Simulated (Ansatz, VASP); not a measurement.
HfSiO4 in VASP and in Ansatz

```
CELL_PARAMETERS angstrom
-3.29082 3.29082 2.98577
3.29082 -3.29082 2.98577
3.29082 3.29082 -2.98577
ATOMIC_POSITIONS crystal
Hf 0.00000 0.00000 0.00000
Hf 0.75000 0.25000 0.50000
Si 0.25000 0.75000 0.50000
Si 0.50000 0.50000 0.00000
O 0.13525 0.31988 0.81537
O 0.06988 0.75451 0.68463
O 0.06988 0.38525 0.31537
O 0.50451 0.31988 0.18463
O 0.68012 0.49549 0.81537
O 0.61475 0.93012 0.68463
O 0.24549 0.93012 0.31537
O 0.68012 0.86475 0.18463
```

Alike in both runs: task single point; functional r2SCAN; k mesh 6 × 6 × 6; no spin polarisation.

|  | VASP | Ansatz |
| --- | --- | --- |
| version | VASP 6.6.1 | Ansatz 0.2.0 |
| potentials or method | VASP PAW PBE potentials, release 64 (Hf_pv, Si, O) | plane waves, PAW |
| plane-wave cutoff (eV) | 520 | 500 |
| occupations | gaussian, width 0.01 eV | fixed |
| valence electrons in the cell | 76 | 108 |

|  | VASP | Ansatz | Ansatz less VASP |
| --- | --- | --- | --- |
| gap on the k mesh at the Fermi level (eV) | 5.96 | 6.01 | +0.054 |
| pressure (GPa) | -1.8 | 0.0 | +1.79 |
| traceless stress, the component that is largest in VASP (GPa) | 0.42 | 0.00 | -0.424 |
| rms of the force components (eV/Å) | 0.103 | 0.000 | -0.1024 |

VASP's potentials were made for PBE, not for r2SCAN. Atom by atom the forces differ by 0.102 eV/Å (rms over components). VASP's potentials hold 76 valence electrons a cell and Ansatz's 108, so a difference there can come from the potentials and not from the codes.

Neither program's run includes spin-orbit coupling.
